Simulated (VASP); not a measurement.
# Si2Mo (I4/mmm) in VASP: single point with PBEsol

Aim: the single point of Si2Mo with PBEsol.

Everything below comes from runs of VASP 6.6.1. Logs are shortened: lines on timing, memory, paths and dates and some standing lists are left out, and cuts for length are marked.

## (1) The cell of the first run

Symmetry: I4/mmm, No. 139, tetragonal system. The conventional cell has a = 3.200 Å, b = 3.200 Å, c = 7.861 Å, α = 90.00°, β = 90.00°, γ = 90.00°. Si (site symmetry 4mm) has 9 Si at 2.61 to 3.20 Å and 5 Mo at 2.62 Å within 3.4 Å. Within 3.5 Å of Mo (site symmetry 4/mmm) lie 10 Si at 2.62 Å and 4 Mo at 3.20 Å.

## (2) Single point, PBEsol

Contents of INCAR:

```
SYSTEM = Si2Mo
PREC = Accurate
ENCUT = 520
EDIFF = 1E-6
ISMEAR = 1
SIGMA = 0.1
LREAL = .False.
LASPH = .True.
NELM = 60
ALGO = Normal
ISIF = 2
LWAVE = .False.
LCHARG = .False.
GGA = PS
NBANDS = 18
```

Contents of KPOINTS:

```
Automatic mesh
0
Gamma
  13 13 13
  0 0 0
```

Contents of POSCAR:

```
Si2Mo
1.0
   -1.6000000000      1.6000000000      3.9305000000
    1.6000000000     -1.6000000000      3.9305000000
    1.6000000000      1.6000000000     -3.9305000000
Si Mo
2 1
Direct
    0.3330000000      0.3330000000      0.0000000000
    0.6670000000      0.6670000000      0.0000000000
    0.0000000000      0.0000000000      0.0000000000
```

Potentials or basis: VASP PAW PBE potentials, release 64 (Si, Mo_sv).

Launch:

```console
$ cat potpaw_PBE.64/Si/POTCAR potpaw_PBE.64/Mo_sv/POTCAR > POTCAR
$ mpirun -np 1 vasp_std > vasp.out
```

OUTCAR:

```text
SYSTEM = Si2Mo
   PREC = Accurate
   ENCUT = 520
   EDIFF = 1E-6
   ISMEAR = 1
   LREAL = .False.
   LASPH = .True.
   NELM = 60
   ISIF = 2
   GGA = PS

 ion  position               nearest neighbor table
   1  0.333  0.333  0.000-   2 2.61   2 2.61   2 2.61   2 2.61   3 2.62   3 2.62   3 2.62   3 2.62
                             3 2.62   2 2.63
   2  0.667  0.667  0.000-   1 2.61   1 2.61   1 2.61   1 2.61   3 2.62   3 2.62   3 2.62   3 2.62
                             3 2.62   1 2.63
   3  0.000  0.000  0.000-   2 2.62   1 2.62   2 2.62   1 2.62   2 2.62   1 2.62   1 2.62   2 2.62
                             1 2.62   2 2.62

  LATTYP: Found a body centered tetragonal cell.
 ALAT       =     3.2000000000
 C/A-ratio  =     2.4565625000

  Lattice vectors:

 A1 = (  -1.6000000000,   1.6000000000,   3.9305000000)
 A2 = (   1.6000000000,  -1.6000000000,   3.9305000000)
 A3 = (   1.6000000000,   1.6000000000,  -3.9305000000)

Analysis of symmetry for initial positions (statically):
=====================================================================
 Subroutine PRICEL returns:
 Original cell was already a primitive cell.

 Routine SETGRP: Setting up the symmetry group for a
 body centered tetragonal supercell.

 Subroutine GETGRP returns: Found 16 space group operations
 (whereof 16 operations were pure point group operations)
 out of a pool of 16 trial point group operations.

The static configuration has the point symmetry D_4h.

Analysis of symmetry for dynamics (positions and initial velocities):
=====================================================================
 Subroutine PRICEL returns:
 Original cell was already a primitive cell.

 Routine SETGRP: Setting up the symmetry group for a
 body centered tetragonal supercell.

 Subroutine GETGRP returns: Found 16 space group operations
 (whereof 16 operations were pure point group operations)
 out of a pool of 16 trial point group operations.

The dynamic configuration has the point symmetry D_4h.

 Subroutine INISYM returns: Found 16 space group operations
 (whereof 16 operations are pure point group operations),
 and found     1 'primitive' translations

----------------------------------------------------------------------------------------

                                     Primitive cell

  volume of cell :      40.2483

  direct lattice vectors                    reciprocal lattice vectors
    -1.600000000  1.600000000  3.930500000     0.000000000  0.312500000  0.127210279
     1.600000000 -1.600000000  3.930500000     0.312500000  0.000000000  0.127210279
     1.600000000  1.600000000 -3.930500000     0.312500000  0.312500000  0.000000000

  length of vectors
[... 89 lines left out ...]
   NFREE  =      0    steps in history (QN), initial steepest desc. (CG)
   ISIF   =      2    stress and relaxation
   ISYM   =      2    0-nonsym 1-usesym 2-fastsym
   POTIM  = 0.5000    time-step for ionic-motion
   TEBEG  =    0.0;   TEEND  =   0.0 temperature during run
   PSTRESS=    0.0 pullay stress
   NELECT =      22.0000    total number of electrons
   NUPDOWN=      -1.0000    fix difference up-down
   EMIN   =  10.00;   EMAX   =-10.00  energy-range for DOS
   EFERMI =   0.00;   METHOD = LEGACY
   ISMEAR =     1;   SIGMA  =   0.10  broadening in eV -4-tet -1-fermi 0-gaus
   EFERMI_NEDOS =   21; number of points for ismear=-14 and -15
   IALGO  =     38    algorithm
   IMIX   =      4    mixing-type and parameters
     AMIX     =   0.40;   BMIX     =  1.00
     AMIX_MAG =   1.60;   BMIX_MAG =  1.00
  volume/ion in A,a.u.               =      13.42        90.54
  Fermi-wavevector in a.u.,A,eV,Ry     =   1.338546  2.529484 24.377614  1.791704
  Thomas-Fermi vector in A             =   2.467007
   LORBIT       =      0    0 simple, 1 ext, 2 COOP (PROOUT), +10 PAW based schemes
   GGA     = PS    functional components
   LHFCALC =     F    Hartree Fock is set to
   AEXX    =    0.0000 exact exchange contribution
   IVDW    =     0    specifies the selected vdW correction
   LEPSILON=     F    determine dielectric tensor
   LRPA    =     F    only Hartree local field effects (RPA)
 non-spin polarized calculation
 Methfessel and Paxton  Order N= 1 SIGMA  =   0.10
  energy-cutoff  :      520.00
  volume of cell :       40.25
 maximum number of plane-waves:      1104
 NGX is ok and might be reduce to    36
   NGX = 17   NGY = 17   NGZ = 17

 number of electron      22.0000000 magnetization

 Free energy of the ion-electron system (eV)
  ---------------------------------------------------
  ext. energy  EPLUGINS =         0.00000000
  ---------------------------------------------------
  free energy    TOTEN  =       -25.07074715 eV

  energy without entropy =      -25.07058148  energy(sigma->0) =      -25.07069193

 E-fermi :  12.2297     XC(G=0): -12.5108

 val. band max:       12.0515796834   @ k =  -0.3846   0.4615   0.3846
 cond. band min:      12.2330751380   @ k =  -0.3077  -0.3846   0.3077
 fundamental gap:      0.1814954546
 Fermi energy:        12.2296693399

 k-point     1 :       0.0000    0.0000    0.0000
  band No.  band energies     occupation
      1     -48.4545      2.00000
      2     -22.6493      2.00000
      3     -22.5486      2.00000
      4     -22.5486      2.00000
      5      -1.2699      2.00000
      6       5.8315      2.00000
[... 481 lines left out ...]
      5       2.6070      2.00000
      6       3.1195      2.00000
[... 10 lines left out ...]
     17      19.7001      0.00000
     18      21.1247      0.00000

 [... further k-points ...]

------------------------ aborting loop because EDIFF is reached ----------------------------------------

  FORCE on cell =-STRESS in cart. coord.  units (eV):
  Direction    XX          YY          ZZ          XY          YZ          ZX
  --------------------------------------------------------------------------------------
  -------------------------------------------------------------------------------------
  Total       -0.4872852     -0.4872852     -0.8085792      0.0000000      0.0000000      0.0000000
  in kB      -19.3975145    -19.3975145    -32.1873631      0.0000000      0.0000000      0.0000000
  external PRESSURE =     -23.6607974 kB  Pullay stress =       0.0000000 kB

 VOLUME and BASIS-vectors are now :
 -----------------------------------------------------------------------------
  energy-cutoff  :      520.00
  volume of cell :       40.25
      direct lattice vectors                 reciprocal lattice vectors
    -1.600000000  1.600000000  3.930500000     0.000000000  0.312500000  0.127210279
     1.600000000 -1.600000000  3.930500000     0.312500000  0.000000000  0.127210279
     1.600000000  1.600000000 -3.930500000     0.312500000  0.312500000  0.000000000

 POSITION                                       TOTAL-FORCE (eV/Angst)
 -----------------------------------------------------------------------------------
      0.00000      0.00000      2.61771        -0.000000     -0.000000      0.324085
      0.00000      0.00000      5.24329         0.000000      0.000000     -0.324085
      0.00000      0.00000      0.00000         0.000000      0.000000     -0.000000
 -----------------------------------------------------------------------------------
    total drift:                                0.000000      0.000000     -0.000000

  FREE ENERGIE OF THE ION-ELECTRON SYSTEM (eV)
  ---------------------------------------------------
  free  energy   TOTEN  =       -25.0707471532 eV

  energy  without entropy=      -25.0705814808  energy(sigma->0) =      -25.07069193
```

stdout:

```text
POSCAR found type information on POSCAR SiMo
 POSCAR found :  2 types and       3 ions
 scaLAPACK will be used
 -----------------------------------------------------------------------------
|                                                                             |
|                                                                             |
|     You enforced a specific xc type in the INCAR file but a different       |
|     I HOPE YOU KNOW WHAT YOU ARE DOING!                                     |
|                                                                             |
 -----------------------------------------------------------------------------

 LDA part: xc-table for (Slater+PW92), standard interpolation
 POSCAR, INCAR and KPOINTS ok, starting setup
 FFT: planning ... GRIDC
 FFT: planning ... GRID_SOFT
 FFT: planning ... GRID
 WAVECAR not read
 entering main loop
```

Wall time 3.2 min (1 thread of Intel Xeon Platinum 8375C at 2.90GHz (Ice Lake), shared host); peak memory 0.29 GiB.

What came out:

| Property | Result |
| --- | --- |
| Free energy | -25.0707 eV |
| Pressure | -2.4 GPa |
| Largest force | 0.324 eV/Å |
| Band gap on the k mesh | zero (band 11 reaches 12.69 eV, above the bottom of band 12 at 11.73 eV) |

Forces on the atoms (eV/Å):
```
Si   0.000  0.000  0.324
Si   0.000  0.000 -0.324
Mo   0.000  0.000  0.000
```

Caveat: the PAW data sets were made with another functional, which shifts forces and pressure a little.
